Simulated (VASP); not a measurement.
# Si in VASP: single point with PBE+D3(BJ)

Aim: the single point of Si with PBE+D3(BJ).

All numbers are computed with VASP 6.6.1; they aren't measurements. Logs are shortened: lines on timing, memory, paths and dates and some standing lists are left out, and cuts for length are marked.

## 1. The cell of the first run

The cell holds a slab with vacuum, 4 atoms: a = 3.847 Å, b = 3.847 Å, c = 34.489 Å, α = 90.00°, β = 90.00°, γ = 120.00°.

## 2. Single point, PBE+D3(BJ)

INCAR

```
SYSTEM = Si
ALGO     = Fast           ! electronic algorithm
DIPOL    = 0.5 0.5 0.500
EDIFF    = 1E-6           ! SCF threshold, eV
ENCUT    = 520            ! plane-wave cutoff, eV
GGA      = PE             ! functional
IDIPOL   = 3            
ISIF     = 2              ! what is computed and relaxed
ISMEAR   = 0              ! smearing method
IVDW     = 12             ! dispersion correction
LASPH    = .True.         ! aspherical terms in the spheres
LCHARG   = .False.        ! write CHGCAR
LDIPOL   = .True.       
LREAL    = .False.        ! projectors in reciprocal space
LWAVE    = .False.        ! write WAVECAR
NBANDS   = 16             ! bands
NELM     = 100            ! most SCF steps
PREC     = Accurate       ! precision mode
SIGMA    = 0.1            ! smearing width, eV
```

KPOINTS

```
k-points
0
Gamma
  15 15 1
  0 0 0
```

POSCAR

```
Si
1.0
    3.8472023568      0.0000000000      0.0000000000
   -1.9236011784      3.3317749745      0.0000000000
    0.0000000000      0.0000000000     34.4893942845
Si
4
Direct
    0.3333333334      0.6666666667      0.4641233399
    0.6653841776      0.3307683552      0.4450054047
    0.1666666666      0.3333333333      0.5549765033
    0.8345937476      0.6691874951      0.5358947521
```

Potentials or basis: VASP PAW PBE potentials, release 64 (Si).

Launch:

```bash
cat potpaw_PBE.64/Si/POTCAR > POTCAR
mpirun -np 1 vasp_std > vasp.out
```

OUTCAR:

```text
SYSTEM = Si
   EDIFF = 1E-6
   ENCUT = 520
   GGA = PE
   ISIF = 2
   ISMEAR = 0
   IVDW = 12
   LASPH = .True.
   LREAL = .False.
   NELM = 100
   PREC = Accurate
 IVDW          = 12

 ion  position               nearest neighbor table
   1  0.333  0.667  0.464-   2 2.31   2 2.32   2 2.32   4 3.13   4 3.13
   2  0.665  0.331  0.445-   1 2.31   1 2.32   1 2.32
   3  0.167  0.333  0.555-   4 2.31   4 2.32   4 2.32
   4  0.835  0.669  0.536-   3 2.31   3 2.32   3 2.32   1 3.13   1 3.13

  LATTYP: Found a hexagonal cell.
 ALAT       =     3.8472023568
 C/A-ratio  =     8.9647985954

  Lattice vectors:

 A1 = (   3.8472023568,   0.0000000000,   0.0000000000)
 A2 = (  -1.9236011784,   3.3317749745,   0.0000000000)
 A3 = (   0.0000000000,   0.0000000000,  34.4893942845)

Analysis of symmetry for initial positions (statically):
=====================================================================
 Subroutine PRICEL returns:
 Original cell was already a primitive cell.

 Routine SETGRP: Setting up the symmetry group for a
 hexagonal supercell.

 Subroutine GETGRP returns: Found  2 space group operations
 (whereof  2 operations were pure point group operations)
 out of a pool of 24 trial point group operations.

The static configuration has the point symmetry C_1h.

Analysis of symmetry for dynamics (positions and initial velocities):
=====================================================================
 Subroutine PRICEL returns:
 Original cell was already a primitive cell.

 Routine SETGRP: Setting up the symmetry group for a
 hexagonal supercell.

 Subroutine GETGRP returns: Found  2 space group operations
 (whereof  2 operations were pure point group operations)
 out of a pool of 24 trial point group operations.

The dynamic configuration has the point symmetry C_1h.

 Subroutine INISYM returns: Found  2 space group operations
 (whereof  2 operations are pure point group operations),
 and found     1 'primitive' translations

----------------------------------------------------------------------------------------

                                     Primitive cell

  volume of cell :     442.0855

  direct lattice vectors                    reciprocal lattice vectors
     3.847202357  0.000000000  0.000000000     0.259929140  0.150070159  0.000000000
    -1.923601178  3.331774975  0.000000000     0.000000000  0.300140318  0.000000000
     0.000000000  0.000000000 34.489394285     0.000000000  0.000000000  0.028994420

[... 98 lines left out ...]
   NELECT =      16.0000    total number of electrons
   NUPDOWN=      -1.0000    fix difference up-down
   EMIN   =  10.00;   EMAX   =-10.00  energy-range for DOS
   EFERMI =   0.00;   METHOD = LEGACY
   ISMEAR =     0;   SIGMA  =   0.10  broadening in eV -4-tet -1-fermi 0-gaus
   EFERMI_NEDOS =   21; number of points for ismear=-14 and -15
   IALGO  =     68    algorithm
   IMIX   =      4    mixing-type and parameters
     AMIX     =   0.40;   BMIX     =  1.00
     AMIX_MAG =   1.60;   BMIX_MAG =  1.00
  volume/ion in A,a.u.               =     110.52       745.84
  Fermi-wavevector in a.u.,A,eV,Ry     =   0.541518  1.023320  3.989793  0.293242
  Thomas-Fermi vector in A             =   1.569135
   LORBIT       =      0    0 simple, 1 ext, 2 COOP (PROOUT), +10 PAW based schemes
   GGA     = PE    functional components
   LHFCALC =     F    Hartree Fock is set to
   AEXX    =    0.0000 exact exchange contribution
   IVDW    =    12    specifies the selected vdW correction
   LEPSILON=     F    determine dielectric tensor
   LRPA    =     F    only Hartree local field effects (RPA)
 non-spin polarized calculation
 RMM-DIIS sequential band-by-band and
 Gauss-broadening in eV      SIGMA  =   0.10
  energy-cutoff  :      520.00
  volume of cell :      442.09
 maximum number of plane-waves:     11969
 NGX is ok and might be reduce to    30
   NGX = 15   NGY = 15   NGZ =129

 dipolmoment           0.000000      0.000000      0.001869 electrons x Angstroem

 number of electron      16.0000001 magnetization

 dipolmoment           0.000000      0.000000     -0.000477 electrons x Angstroem

 Free energy of the ion-electron system (eV)
  ---------------------------------------------------
  ext. energy  EPLUGINS =         0.00000000
  ---------------------------------------------------
  free energy    TOTEN  =       -19.33922466 eV

  energy without entropy =      -19.33455258  energy(sigma->0) =      -19.33688862

 E-fermi :  -2.7350     XC(G=0):  -2.1711

 val. band max:       -2.7367520017   @ k =  -0.1333   0.4667   0.0000
 cond. band min:      -2.6929764066   @ k =  -0.2667  -0.4000   0.0000
 fundamental gap:      0.0437755951
 Fermi energy:        -2.7349879658

 k-point     1 :       0.0000    0.0000    0.0000
  band No.  band energies     occupation
      1     -14.3288      2.00000
      2     -13.2791      2.00000
      3      -7.4820      2.00000
      4      -4.4577      2.00000
      5      -4.0845      2.00000
      6      -3.8305      2.00000
[... 433 lines left out ...]
      3      -8.2232      2.00000
      4      -7.6815      2.00000
      5      -6.1752      2.00000
      6      -5.1333      2.00000
[... 8 lines left out ...]
     15       2.6822      0.00000
     16       2.9385      0.00000

 [... further k-points ...]

------------------------ aborting loop because EDIFF is reached ----------------------------------------

 vacuum level on the upper side and lower side of the slab       (xc-potential included)        -0.012        -0.006

 Edisp (eV)   -1.14379

 E8    (eV) :    -0.4982

  FORCE on cell =-STRESS in cart. coord.  units (eV):
  Direction    XX          YY          ZZ          XY          YZ          ZX
  --------------------------------------------------------------------------------------
  -------------------------------------------------------------------------------------
  Total      -0.27795    -0.99322    -0.03267     0.00000    -0.00124     0.00000
  in kB      -1.00734    -3.59955    -0.11839     0.00000    -0.00451     0.00000
  external pressure =       -1.58 kB  Pullay stress =        0.00 kB

 VOLUME and BASIS-vectors are now :
 -----------------------------------------------------------------------------
  energy-cutoff  :      520.00
  volume of cell :      442.09
      direct lattice vectors                 reciprocal lattice vectors
     3.847202357  0.000000000  0.000000000     0.259929140  0.150070159  0.000000000
    -1.923601178  3.331774975  0.000000000     0.000000000  0.300140318  0.000000000
     0.000000000  0.000000000 34.489394285     0.000000000  0.000000000  0.028994420

 POSITION                                       TOTAL-FORCE (eV/Angst)
 -----------------------------------------------------------------------------------
      0.00000      2.22118     16.00733         0.000000      0.003761     -0.006727
      1.92360      1.10205     15.34797         0.000000     -0.003387      0.010904
     -0.00000      1.11059     19.14080         0.000000     -0.004012     -0.009976
      1.92360      2.22958     18.48269         0.000000      0.003637      0.005799
 -----------------------------------------------------------------------------------
    total drift:                                0.000000      0.000019      0.000006

  FREE ENERGIE OF THE ION-ELECTRON SYSTEM (eV)
  ---------------------------------------------------
  free  energy   TOTEN  =       -20.4830129266 eV

  energy  without entropy=      -20.4783408457  energy(sigma->0) =      -20.48067689

 vacuum level on the upper side and lower side of the slab         1.937         1.944
```

OSZICAR:

```text
N       E                     dE             d eps       ncg     rms          rms(c)
DAV:   1     0.839963391788E+02    0.83996E+02   -0.41477E+03  2048   0.643E+02
DAV:   2    -0.117480433416E+02   -0.95744E+02   -0.89020E+02  3328   0.114E+02
DAV:   3    -0.195959058240E+02   -0.78479E+01   -0.77222E+01  2952   0.356E+01
[... 16 lines left out ...]
RMM:  20    -0.193392173141E+02   -0.66923E-05   -0.73906E-07  1961   0.403E-03    0.887E-04
RMM:  21    -0.193392207031E+02   -0.33890E-05   -0.26631E-07  1995   0.233E-03    0.228E-04
RMM:  22    -0.193392231255E+02   -0.24224E-05   -0.63945E-08  1476   0.140E-03    0.463E-04
RMM:  23    -0.193392242716E+02   -0.11461E-05   -0.40356E-08  1365   0.119E-03    0.378E-04
RMM:  24    -0.193392246628E+02   -0.39121E-06   -0.79040E-09  1135   0.101E-03
   1 F= -.20483013E+02 E0= -.20480677E+02  d E =-.467208E-02
```

It took 7.1 min on 1 thread of Intel Xeon 6975P-C (Granite Rapids), shared host; peak memory 0.75 GiB.

Results:

| Item | Value |
| --- | --- |
| Free energy | -20.4830 eV |
| Largest force | 0.011 eV/Å |
| Band gap on the k mesh | zero (bands 8 and 9 overlap by 0.16 eV) |
| Dispersion energy per atom | -0.286 eV |

Forces in eV/Å, atoms in the order of the input:
```
Si   0.000  0.004 -0.007
Si   0.000 -0.003  0.011
Si   0.000 -0.004 -0.010
Si   0.000  0.004  0.006
```
